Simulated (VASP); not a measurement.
# MgO (I4/mmm) in VASP: further runs

Runs on MgO. Level: r2SCAN. Tasks: single point.

Everything below comes from runs of VASP 6.6.1. Logs are shortened: lines on timing, memory, paths and dates and some standing lists are left out, and cuts for length are marked.

### Step 1. The cell of the first run

The structure is tetragonal, space group I4/mmm (No. 139). Conventional cell: a = 3.020 Å, b = 3.020 Å, c = 4.751 Å, α = 90.00°, β = 90.00°, γ = 90.00°. Within 2.8 Å of Mg (site symmetry 4/mmm) lie 6 O at 2.14 to 2.38 Å. Within 2.8 Å of O (site symmetry 4/mmm) lie 6 Mg at 2.14 to 2.38 Å.

### Step 2. Single point, r2SCAN (strain +0.1125 x Voigt [1, 0, 0, 0, 0, 0])

File POSCAR:

```
MgO
1.0
    0.0000000000      2.1351500000      2.1351500000
    2.3753543750      0.0000000000      2.1351500000
    2.3753543750      2.1351500000      0.0000000000
Mg O
1 1
Direct
    0.0000000000      0.0000000000      0.0000000000
    0.5000000000      0.5000000000      0.5000000000
```

File INCAR.step1:

```
SYSTEM = MgO
PREC     = Accurate       ! precision mode
ENCUT    = 660            ! plane-wave cutoff, eV
ISMEAR   = 0              ! smearing method
SIGMA    = 0.05           ! smearing width, eV
LREAL    = .False.        ! projectors in reciprocal space
LASPH    = .True.         ! aspherical terms in the spheres
NELM     = 120            ! most SCF steps
NBANDS   = 15             ! bands
GGA      = PE             ! functional
ALGO     = Normal         ! electronic algorithm
EDIFF    = 1E-5           ! SCF threshold, eV
LWAVE    = .True.         ! write WAVECAR
LCHARG   = .False.        ! write CHGCAR
GGA_COMPAT= .False.
```

File INCAR.step2:

```
SYSTEM = MgO
PREC     = Accurate       ! precision mode
ENCUT    = 660            ! plane-wave cutoff, eV
EDIFF    = 1E-6           ! SCF threshold, eV
ISMEAR   = 0              ! smearing method
SIGMA    = 0.05           ! smearing width, eV
LREAL    = .False.        ! projectors in reciprocal space
LASPH    = .True.         ! aspherical terms in the spheres
NELM     = 120            ! most SCF steps
ALGO     = Normal         ! electronic algorithm
ISIF     = 2              ! what is computed and relaxed
LWAVE    = .False.        ! write WAVECAR
LCHARG   = .True.         ! write CHGCAR
METAGGA  = R2SCAN         ! meta-GGA
LMIXTAU  = .True.       
LELF     = .True.         ! ELF
LVHAR    = .True.       
NBANDS   = 15             ! bands
ISTART   = 1            
GGA_COMPAT= .False.
```

File KPOINTS:

```
Automatic mesh
0
Gamma
  10 10 10
  0 0 0
```

Potentials or basis: VASP PAW PBE potentials, release 64 (Mg_sv, O).

Launch:

```
$ cat potpaw_PBE.64/Mg_sv/POTCAR potpaw_PBE.64/O/POTCAR > POTCAR
$ cp INCAR.step1 INCAR
$ mpirun -np 1 vasp_std > vasp.out
$ cp INCAR.step2 INCAR
$ mpirun -np 1 vasp_std > vasp.out
```

OUTCAR:

```text
SYSTEM = MgO
   PREC = Accurate
   ENCUT = 660
   EDIFF = 1E-6
   ISMEAR = 0
   LREAL = .False.
   LASPH = .True.
   NELM = 120
   ISIF = 2
   METAGGA = R2SCAN
   ISTART = 1

 ion  position               nearest neighbor table
   1  0.000  0.000  0.000-
   2  0.500  0.500  0.500-

  LATTYP: Found a body centered tetragonal cell.
 ALAT       =     3.0195580877
 C/A-ratio  =     1.5733125881

  Lattice vectors:

 A1 = (   2.3753543750,   0.0000000000,   2.1351500000)
 A2 = (   2.3753543750,   0.0000000000,  -2.1351500000)
 A3 = (  -2.3753543750,   2.1351500000,   0.0000000000)

Analysis of symmetry for initial positions (statically):
=====================================================================
 Subroutine PRICEL returns:
 Original cell was already a primitive cell.

 Routine SETGRP: Setting up the symmetry group for a
 body centered tetragonal supercell.

 Subroutine GETGRP returns: Found 16 space group operations
 (whereof 16 operations were pure point group operations)
 out of a pool of 16 trial point group operations.

The static configuration has the point symmetry D_4h.

Analysis of symmetry for dynamics (positions and initial velocities):
=====================================================================
 Subroutine PRICEL returns:
 Original cell was already a primitive cell.

 Routine SETGRP: Setting up the symmetry group for a
 body centered tetragonal supercell.

 Subroutine GETGRP returns: Found 16 space group operations
 (whereof 16 operations were pure point group operations)
 out of a pool of 16 trial point group operations.

The dynamic configuration has the point symmetry D_4h.

 Subroutine INISYM returns: Found 16 space group operations
 (whereof 16 operations are pure point group operations),
 and found     1 'primitive' translations

----------------------------------------------------------------------------------------

                                     Primitive cell

  volume of cell :      21.6578

  direct lattice vectors                    reciprocal lattice vectors
     0.000000000  2.135150000  2.135150000    -0.210494908  0.234175585  0.234175585
     2.375354375  0.000000000  2.135150000     0.210494908 -0.234175585  0.234175585
     2.375354375  2.135150000  0.000000000     0.210494908  0.234175585 -0.234175585

  length of vectors
     3.019558088  3.193927665  3.193927665     0.392408608  0.392408608  0.392408608

  position of ions in fractional coordinates (direct lattice)
     0.000000000  0.000000000  0.000000000
     0.500000000  0.500000000  0.500000000

  ion indices of the primitive-cell ions
   primitive index   ion index
                 1           1
                 2           2

----------------------------------------------------------------------------------------

 KPOINTS: Automatic mesh

Automatic generation of k-mesh.
 Grid dimensions read from file:
 generate k-points for:   10   10   10

 Generating k-lattice:

  Cartesian coordinates                     Fractional coordinates (reciprocal lattice)
    -0.021049491  0.023417558  0.023417558     0.100000000 -0.000000000 -0.000000000
     0.021049491 -0.023417558  0.023417558     0.000000000  0.100000000  0.000000000
     0.021049491  0.023417558 -0.023417558     0.000000000  0.000000000  0.100000000

  Length of vectors
     0.039240861  0.039240861  0.039240861

  Shift w.r.t. Gamma in fractional coordinates (k-lattice)
     0.000000000  0.000000000  0.000000000

 Subroutine IBZKPT returns following result:
 ===========================================

 Found    102 irreducible k-points:

 Following reciprocal coordinates:
            Coordinates               Weight
  0.000000  0.000000  0.000000      1.000000
  0.100000 -0.000000 -0.000000      8.000000
  0.200000 -0.000000 -0.000000      8.000000
  0.300000  0.000000  0.000000      8.000000
  0.400000  0.000000  0.000000      8.000000
  0.500000  0.000000  0.000000      4.000000
[... 16 lines left out ...]
  0.300000  0.300000  0.000000      4.000000
  0.400000  0.300000  0.000000     16.000000
 [... further k-points ...]
   k-points           NKPTS =    102   k-points in BZ     NKDIM =    102   number of bands    NBANDS=     15
   number of dos      NEDOS =    301   number of ions     NIONS =      2
   total plane-waves  NPLWV =  21952
   dimension x,y,z NGX =    28 NGY =   28 NGZ =   28
   dimension x,y,z NGXF=    56 NGYF=   56 NGZF=   56
   ions per type =               1   1
   NGX,Y,Z   is equivalent  to a cutoff of  15.42, 14.57, 14.57 a.u.
   NGXF,Y,Z  is equivalent  to a cutoff of  30.83, 29.15, 29.15 a.u.
 SYSTEM =  MgO
   PREC   = accura    normal or accurate (medium, high low for compatibility)
   ISTART =      1    job   : 0-new  1-cont  2-samecut
   ICHARG =      0    charge: 1-file 2-atom 10-const
   ISPIN  =      1    spin polarized calculation?
   LNONCOLLINEAR =      F non collinear calculations
   LSORBIT =      F    spin-orbit coupling
   LASPH  =      T    aspherical Exc in radial PAW
   ENCUT  =  660.0 eV  48.51 Ry    6.96 a.u.   6.33  6.69  6.69*2*pi/ulx,y,z
   NELM   =    120;   NELMIN=  2; NELMDL=  0     # of ELM steps
   EDIFF  = 0.1E-05   stopping-criterion for ELM
   LREAL  =      F    real-space projection
   EDIFFG = 0.1E-04   stopping-criterion for IOM
   NSW    =      0    number of steps for IOM
   IBRION =     -1    ionic relax: 0-MD 1-quasi-New 2-CG
   NFREE  =      0    steps in history (QN), initial steepest desc. (CG)
   ISIF   =      2    stress and relaxation
   ISYM   =      2    0-nonsym 1-usesym 2-fastsym
   POTIM  = 0.5000    time-step for ionic-motion
   TEBEG  =    0.0;   TEEND  =   0.0 temperature during run
   PSTRESS=    0.0 pullay stress
   NELECT =      16.0000    total number of electrons
   NUPDOWN=      -1.0000    fix difference up-down
   EMIN   =  10.00;   EMAX   =-10.00  energy-range for DOS
   EFERMI =   0.00;   METHOD = LEGACY
   ISMEAR =     0;   SIGMA  =   0.05  broadening in eV -4-tet -1-fermi 0-gaus
   EFERMI_NEDOS =   21; number of points for ismear=-14 and -15
   IALGO  =     38    algorithm
   IMIX   =      4    mixing-type and parameters
     AMIX     =   0.40;   BMIX     =  1.00
     AMIX_MAG =   1.60;   BMIX_MAG =  1.00
  volume/ion in A,a.u.               =      10.83        73.08
  Fermi-wavevector in a.u.,A,eV,Ry     =   1.479937  2.796675 29.799646  2.190212
  Thomas-Fermi vector in A             =   2.594033
   LORBIT       =      0    0 simple, 1 ext, 2 COOP (PROOUT), +10 PAW based schemes
   METAGGA = R2SCAN    functional components
   LHFCALC =     F    Hartree Fock is set to
   AEXX    =    0.0000 exact exchange contribution
   IVDW    =     0    specifies the selected vdW correction
   LEPSILON=     F    determine dielectric tensor
   LRPA    =     F    only Hartree local field effects (RPA)
 non-spin polarized calculation
 Gauss-broadening in eV      SIGMA  =   0.05
  energy-cutoff  :      660.00
  volume of cell :       21.66
 maximum number of plane-waves:       846
 NGX is ok and might be reduce to    28
   NGX = 13   NGY = 13   NGZ = 13

 number of electron      16.0000005 magnetization

 Free energy of the ion-electron system (eV)
  ---------------------------------------------------
  ext. energy  EPLUGINS =         0.00000000
  ---------------------------------------------------
  free energy    TOTEN  =       -15.95104907 eV

  energy without entropy =      -15.95104907  energy(sigma->0) =      -15.95104907

 E-fermi :   1.9771     XC(G=0): -11.2249

 val. band max:        1.6529028284   @ k =   0.0000   0.0000   0.0000
 cond. band min:       5.8062505520   @ k =   0.0000   0.0000   0.0000
 fundamental gap:      4.1533477236
 Fermi energy:         1.9771105166

 k-point     1 :       0.0000    0.0000    0.0000
  band No.  band energies     occupation
      1     -73.9561      2.00000
      2     -39.1081      2.00000
      3     -39.0326      2.00000
      4     -39.0326      2.00000
      5     -15.9898      2.00000
      6       1.4590      2.00000
      7       1.4590      2.00000
      8       1.6529      2.00000
      9       5.8063      0.00000
     10      16.9534      0.00000
     11      17.9902      0.00000
     12      17.9902      0.00000
     13      21.3521      0.00000
     14      21.4502      0.00000
     15      22.5908      0.00000

 k-point     2 :       0.1000   -0.0000   -0.0000
  band No.  band energies     occupation
      1     -73.9557      2.00000
      2     -39.1096      2.00000
      3     -39.0368      2.00000
      4     -39.0327      2.00000
      5     -15.9089      2.00000
      6       0.9201      2.00000
      7       1.4216      2.00000
      8       1.5348      2.00000
      9       6.4158      0.00000
     10      16.3460      0.00000
     11      17.4498      0.00000
     12      18.2182      0.00000
     13      20.6755      0.00000
     14      22.7050      0.00000
     15      23.4304      0.00000

 k-point     3 :       0.2000   -0.0000   -0.0000
  band No.  band energies     occupation
      1     -73.9547      2.00000
      2     -39.1136      2.00000
      3     -39.0472      2.00000
      4     -39.0331      2.00000
      5     -15.6891      2.00000
      6      -0.2300      2.00000
      7       1.3260      2.00000
      8       1.3426      2.00000
      9       7.6155      0.00000
     10      14.7915      0.00000
     11      17.5020      0.00000
     12      18.7421      0.00000
     13      20.3964      0.00000
     14      22.3747      0.00000
     15      23.1813      0.00000

 k-point     4 :       0.3000    0.0000    0.0000
  band No.  band energies     occupation
      1     -73.9535      2.00000
      2     -39.1192      2.00000
      3     -39.0588      2.00000
      4     -39.0333      2.00000
      5     -15.3996      2.00000
      6      -1.3541      2.00000
      7       1.1251      2.00000
      8       1.2116      2.00000
      9       8.6822      0.00000
     10      13.8284      0.00000
     11      17.2129      0.00000
     12      19.0102      0.00000
     13      21.1771      0.00000
     14      22.4101      0.00000
     15      22.8268      0.00000
[... 307 lines left out ...]
 k-point    22 :      -0.2000    0.2000   -0.0000
  band No.  band energies     occupation
      1     -73.9532      2.00000
      2     -39.1212      2.00000
      3     -39.0483      2.00000
      4     -39.0459      2.00000
      5     -15.3377      2.00000
      6      -1.0450      2.00000
      7       0.3550      2.00000
      8       1.1295      2.00000
      9       9.4831      0.00000
     10      13.9626      0.00000
     11      15.9914      0.00000
     12      18.8722      0.00000
     13      19.7636      0.00000
     14      22.6110      0.00000
     15      26.4073      0.00000

 k-point    23 :       0.3000    0.3000    0.0000
  band No.  band energies     occupation
      1     -73.9521      2.00000
      2     -39.1156      2.00000
      3     -39.0622      2.00000
      4     -39.0498      2.00000
      5     -15.1979      2.00000
      6      -1.2311      2.00000
      7       0.3873      2.00000
      8       0.9259      2.00000
      9       9.9081      0.00000
     10      12.4171      0.00000
     11      16.3088      0.00000
     12      18.0104      0.00000
     13      19.3028      0.00000
     14      24.6767      0.00000
     15      27.9281      0.00000

 k-point    24 :       0.4000    0.3000    0.0000
  band No.  band energies     occupation
      1     -73.9512      2.00000
      2     -39.1180      2.00000
      3     -39.0685      2.00000
      4     -39.0520      2.00000
      5     -15.0218      2.00000
      6      -1.5645      2.00000
      7       0.1709      2.00000
      8       0.7191      2.00000
      9      10.7089      0.00000
     10      12.0052      0.00000
     11      15.3840      0.00000
     12      18.2273      0.00000
     13      19.6795      0.00000
     14      25.3367      0.00000
     15      27.5080      0.00000

 [... further k-points ...]

------------------------ aborting loop because EDIFF is reached ----------------------------------------

  FORCE on cell =-STRESS in cart. coord.  units (eV):
  Direction    XX          YY          ZZ          XY          YZ          ZX
  --------------------------------------------------------------------------------------
  -------------------------------------------------------------------------------------
  Total       -2.8538738     -2.0028455     -2.0028455      0.0000000      0.0000000      0.0000000
  in kB     -211.1203793   -148.1640496   -148.1640496      0.0000000      0.0000000      0.0000000
  external PRESSURE =    -169.1494928 kB  Pullay stress =       0.0000000 kB

 VOLUME and BASIS-vectors are now :
 -----------------------------------------------------------------------------
  energy-cutoff  :      660.00
  volume of cell :       21.66
      direct lattice vectors                 reciprocal lattice vectors
     0.000000000  2.135150000  2.135150000    -0.210494908  0.234175585  0.234175585
     2.375354375  0.000000000  2.135150000     0.210494908 -0.234175585  0.234175585
     2.375354375  2.135150000  0.000000000     0.210494908  0.234175585 -0.234175585

 POSITION                                       TOTAL-FORCE (eV/Angst)
 -----------------------------------------------------------------------------------
      0.00000      0.00000      0.00000        -0.000000      0.000000      0.000000
      2.37535      2.13515      2.13515         0.000000     -0.000000     -0.000000
 -----------------------------------------------------------------------------------
    total drift:                                0.000000      0.000000      0.000000

  FREE ENERGIE OF THE ION-ELECTRON SYSTEM (eV)
  ---------------------------------------------------
  free  energy   TOTEN  =       -15.9510490749 eV

  energy  without entropy=      -15.9510490749  energy(sigma->0) =      -15.95104907
```

Run time: 2.4 min. Hardware: 1 thread of Intel Xeon Platinum 8375C at 2.90GHz (Ice Lake), shared host; peak memory 0.19 GiB.

Results:

```
Free energy            : -15.9510 eV
Pressure               : -16.9 GPa
Band gap on the k mesh : 4.15 eV, direct
```

Caveat: the cell differs from its parent crystal (strain +0.1125 x Voigt [1, 0, 0, 0, 0, 0]); the PAW data sets were made with another functional, which shifts forces and pressure a little.

### Step 3. Single point, r2SCAN (strain +0.1500 x Voigt [1, 0, 0, 0, 0, 0])

File POSCAR:

```
MgO
1.0
    0.0000000000      2.1351500000      2.1351500000
    2.4554225000      0.0000000000      2.1351500000
    2.4554225000      2.1351500000      0.0000000000
Mg O
1 1
Direct
    0.0000000000      0.0000000000      0.0000000000
    0.5000000000      0.5000000000      0.5000000000
```

File INCAR.step1:

```
PREC = Accurate
ENCUT = 660
ISMEAR = 0
SIGMA = 0.05
LREAL = False
LASPH = True
NELM = 120
NBANDS = 15
GGA = PE
ALGO = Normal
EDIFF = 1E-5
LWAVE = True
LCHARG = False
GGA_COMPAT = False
```

File INCAR.step2:

```
PREC = Accurate
ENCUT = 660
EDIFF = 1E-6
ISMEAR = 0
SIGMA = 0.05
LREAL = False
LASPH = True
NELM = 120
ALGO = Normal
ISIF = 2
LWAVE = False
LCHARG = True
METAGGA = R2SCAN
LMIXTAU = True
LELF = True
LVHAR = True
NBANDS = 15
ISTART = 1
GGA_COMPAT = False
```

File KPOINTS:

```
regular mesh
0
Gamma
  10 10 10
```

Potentials or basis: VASP PAW PBE potentials, release 64 (Mg_sv, O).

Launch:

```
$ cat potpaw_PBE.64/Mg_sv/POTCAR potpaw_PBE.64/O/POTCAR > POTCAR
$ cp INCAR.step1 INCAR
$ mpirun -np 1 vasp_std > vasp.out
$ cp INCAR.step2 INCAR
$ mpirun -np 1 vasp_std > vasp.out
```

It took 88 s on 1 thread of Intel Xeon 6975P-C (Granite Rapids), shared host; peak memory 0.19 GiB.

It converged, with:

* Free energy: -15.8581 eV
* Pressure: -18.0 GPa
* Band gap on the k mesh: 3.86 eV, direct

Stress tensor (GPa, compression positive):
```
-21.37   0.00   0.00
  0.00 -16.38   0.00
  0.00   0.00 -16.38
```

Levels at points of the mesh, in eV from the valence-band top:
```tsv
k point	band 5	band 6	band 7	band 8	band 9	band 10	band 11	band 12
(0.00, 0.00, 0.00)	-17.53	-0.22	-0.22	0.00	3.86	14.98	16.31	16.31
(0.50, 0.00, 0.00)	-16.65	-3.99	-0.77	-0.53	7.50	11.56	14.62	17.12
(0.50, 0.50, 0.00)	-16.40	-3.42	-1.82	-0.96	9.31	9.35	12.88	16.07
(0.00, 0.50, 0.50)	-16.71	-3.66	-0.96	-0.96	9.40	10.55	11.13	18.82
```

Caveat: the cell differs from its parent crystal (strain +0.1500 x Voigt [1, 0, 0, 0, 0, 0]); the PAW data sets were made with another functional, which shifts forces and pressure a little.

[end of part 1 of 2]
